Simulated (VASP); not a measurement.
# Be: single point with PBE

Crystal: Be.

```
CELL_PARAMETERS angstrom
0.00000 1.57926 1.57926
1.57926 0.00000 1.57926
1.57926 1.57926 0.00000
ATOMIC_POSITIONS crystal
Be 0.00000 0.00000 0.00000
```

This isn't the form of Be at room conditions, which is hcp.

```json
{"Program": "VASP 6.6.1", "Task": "single point", "Functional": "PBE", "Potentials or basis": "VASP PAW PBE potentials, release 64 (Be)", "Cutoff": "600 eV", "k mesh": "23 × 23 × 23", "Occupations": "fermi-dirac, width 0.1 eV", "Spin": "no spin polarisation", "Dipole correction": "no", "Further INCAR settings": "ALGO = Normal; EDIFF = 1e-06; NBANDS = 7"}
```

| Property | Result |
| --- | --- |
| Pressure | 0.1 GPa |
| Band gap on the k mesh | zero (bands 1 and 2 overlap by 0.65 eV) |

Levels at points of the mesh, in eV from the Fermi level:
```
           k point  band 1  band 2  band 3  band 4  band 5
(0.00, 0.00, 0.00)  -11.83   19.47   19.47   19.47   29.14
```

It took 11 s on 1 thread of Intel(R) Xeon(R) Platinum 8259CL CPU @ 2.50GHz (Skylake/Cascade Lake), with other jobs on the host, peak memory 0.13 GiB.
